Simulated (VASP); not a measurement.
Input of a VASP 6.6.1 run:

POSCAR

```
LuHg
1.0
    3.6544659696      0.0000000000      0.0000000000
    0.0000000000      3.6544659696      0.0000000000
    0.0000000000      0.0000000000      3.6544659696
Lu Hg
1 1
Direct
    0.5000000000      0.5000000000      0.5000000000
    0.0000000000      0.0000000000      0.0000000000
```

File INCAR.step1:

```
SYSTEM = LuHg
  ALGO = Normal
  EDIFF = 1E-4
  ENCUT = 520
  GGA = PE
  ISMEAR = -1
  LASPH = .TRUE.
  LCHARG = .FALSE.
  LREAL = .FALSE.
  LWAVE = .TRUE.
  NBANDS = 26
  NELM = 80
  PREC = Accurate
  SIGMA = 0.1
```

Contents of INCAR.step2:

```
SYSTEM = LuHg
  ALGO = Normal
  EDIFF = 1E-6
  ENCUT = 520
  ISIF = 2
  ISMEAR = -1
  ISTART = 1
  LASPH = .TRUE.
  LCHARG = .FALSE.
  LMIXTAU = .TRUE.
  LREAL = .FALSE.
  LWAVE = .FALSE.
  METAGGA = R2SCAN
  NBANDS = 26
  NELM = 80
  PREC = Accurate
  SIGMA = 0.1
```

Contents of KPOINTS:

```
k-points
0
G
  7 7 7
  0 0 0
```

Potentials or basis: VASP PAW PBE potentials, release 64 (Lu, Hg).

Launch:

```sh
$ cat potpaw_PBE.64/Lu/POTCAR potpaw_PBE.64/Hg/POTCAR > POTCAR
$ cp INCAR.step1 INCAR
$ mpirun -np 1 vasp_std > vasp.out
$ cp INCAR.step2 INCAR
$ mpirun -np 1 vasp_std > vasp.out
```

Task: Predict the pressure.

Result: -1.9 GPa.

Caveat: the PAW data sets were made with another functional, which shifts forces and pressure a little.
